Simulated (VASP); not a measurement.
MgBPS4:

```
CELL_PARAMETERS angstrom
0.00000 4.04049 4.04049
4.04049 0.00000 4.04049
4.04049 4.04049 0.00000
ATOMIC_POSITIONS crystal
Mg 0.75000 0.75000 0.75000
B 0.25000 0.25000 0.25000
P 0.50000 0.50000 0.50000
S 0.36738 0.89786 0.36738
S 0.36738 0.36738 0.36738
S 0.89786 0.36738 0.36738
S 0.36738 0.36738 0.89786
```

The cell was generated, and may not be a known phase.

```yaml
Program: VASP 6.6.1
Task: relaxation of cell and atoms
Functional: PBE
Potentials_or_basis: VASP PAW PBE potentials, release 64 (Mg, B, P, S)
Cutoff: 600 eV
k_mesh: 4 × 4 × 4
Occupations: gaussian, width 0.1 eV
Spin: no spin polarisation
```

At the start: pressure 42.1 GPa; volume 18.85 Å³/atom.

Task: Where does the relaxation end?

Result: Over 8 steps the energy falls by 919.5 meV/atom and the volume is 28.90 Å³/atom (+53.3 %); space group F-43m (No. 216, to 0.1 Å) before and after.

The path:
```csv
step,energy change (eV),largest force (eV/Å),pressure (GPa),volume (Å³)
1,0.0000,2.7457,42.14,131.93
2,-5.1095,1.0573,-4.56,251.00
3,-6.1959,1.6775,1.67,195.41
4,-6.1961,1.6854,0.68,200.12
5,-6.1991,1.6852,0.98,198.56
6,-6.4261,0.0045,-0.75,206.25
7,-6.4276,0.1114,-0.69,205.63
8,-6.4362,0.0304,-0.05,202.30
```

Final structure:
```
CELL_PARAMETERS angstrom
0.00000 4.65931 4.65931
4.65931 0.00000 4.65931
4.65931 4.65931 0.00000
ATOMIC_POSITIONS crystal
Mg 0.75000 0.75000 0.75000
B 0.25000 0.25000 0.25000
P 0.50000 0.50000 0.50000
S 0.36941 0.89178 0.36941
S 0.36941 0.36941 0.36941
S 0.89178 0.36941 0.36941
S 0.36941 0.36941 0.89178
```

Caveat: the volume moved by over 15 % at a fixed basis, so the end points are rough.
